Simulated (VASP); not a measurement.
A run of VASP 6.6.1 is set up as follows.

POSCAR

```
TiN
1.0
    0.0000000000      2.1101845322      2.1101845322
    2.1101845322      0.0000000000      2.1101845322
    2.1101845322      2.1101845322      0.0000000000
Ti N
1 1
Direct
    0.0000000000      0.0000000000      0.0000000000
    0.5000000000      0.5000000000      0.5000000000
```

File INCAR.step1:

```
SYSTEM = TiN
PREC = Accurate
ENCUT = 660
ISMEAR = 0
SIGMA = 0.1
LREAL = .FALSE.
LASPH = .TRUE.
NELM = 120
NBANDS = 16
GGA = PE
ALGO = Normal
EDIFF = 1E-5
LWAVE = .TRUE.
LCHARG = .FALSE.
GGA_COMPAT = .FALSE.
```

Contents of INCAR.step2:

```
SYSTEM = TiN
PREC = Accurate
ENCUT = 660
EDIFF = 1E-6
ISMEAR = 0
SIGMA = 0.1
LREAL = .FALSE.
LASPH = .TRUE.
NELM = 120
ALGO = Normal
ISIF = 2
LWAVE = .FALSE.
LCHARG = .FALSE.
METAGGA = R2SCAN
LMIXTAU = .TRUE.
IVDW = 13
VDW_S6 = 1.0
VDW_S8 = 0.6018749
VDW_A1 = 0.51559235
VDW_A2 = 5.77342911
NBANDS = 16
ISTART = 1
GGA_COMPAT = .FALSE.
```

Contents of KPOINTS:

```
regular mesh
0
G
  11 11 11
  0 0 0
```

Potentials or basis: VASP PAW PBE potentials, release 64 (Ti_sv, N).

Launch:

```bash
$ cat potpaw_PBE.64/Ti_sv/POTCAR potpaw_PBE.64/N/POTCAR > POTCAR
$ cp INCAR.step1 INCAR
$ mpirun -np 1 vasp_std > vasp.out
$ cp INCAR.step2 INCAR
$ mpirun -np 1 vasp_std > vasp.out
```

(1) Estimate the band gap on the k mesh.

(2) What does it give for the dispersion energy per atom?

Results:

(1) zero (an odd number of electrons rules out a gap without spin polarisation).

(2) -0.125 eV.
